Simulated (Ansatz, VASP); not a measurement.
## One calculation of Bi, two programs

The input INCAR:

```
PREC = Accurate
ENCUT = 520
EDIFF = 1E-7
ISMEAR = 0
SIGMA = 0.15
LREAL = False
LASPH = True
NELM = 80
ALGO = Fast
ISIF = 2
LWAVE = False
LCHARG = False
GGA = PE
IVDW = 12
NBANDS = 14
```

File KPOINTS:

```
regular mesh
0
Gamma
  18 18 18
```

The input POSCAR:

```
Bi
1.0
   -1.9908662169      1.9908662169      1.8475238493
    1.9908662169     -1.9908662169      1.8475238493
    1.9908662169      1.9908662169     -1.8475238493
Bi
1
Direct
    0.0000000000      0.0000000000      0.0000000000
```

Input for Ansatz:

```yaml
crystal:
  lattice:
    - [-1.9908662169, 1.9908662169, 1.8475238493]
    - [1.9908662169, -1.9908662169, 1.8475238493]
    - [1.9908662169, 1.9908662169, -1.8475238493]
  atoms:
    - { symbol: Bi, position: [0.0, 0.0, 0.0] }
basis:
  ecutwfc: 420
kpoints:
  mp_grid: { grid: [18, 18, 18] }
hamiltonian:
  xc: pbe
  dispersion: d3bj
scf:
  occupations: { method: gaussian, width: 0.15 }
output:
  forces: true
  stress: true
  eigenvalues: true
```

Alike in both runs: task single point; functional PBE; dispersion D3(BJ); k mesh 18 × 18 × 18; occupations gaussian, width 0.15 eV; no spin polarisation.

|  | VASP | Ansatz |
| --- | --- | --- |
| version | VASP 6.6.1 | Ansatz 0.2.0 |
| potentials or method | VASP PAW PBE potentials, release 64 (Bi_d), cutoff 520 eV | scalar-relativistic, plane waves, PAW |
| valence electrons in the cell | 15 | 15 |

```csv
,VASP,Ansatz,Ansatz less VASP
gap on the k mesh at the Fermi level (eV),none,none,-
pressure (GPa),1.9,1.9,+0.05
"traceless stress, the component that is largest in VASP (GPa)",0.63,0.63,+0.003
```

A gap of «none» marks a metal or a gap that the smearing closes.

Neither program's run includes spin-orbit coupling.
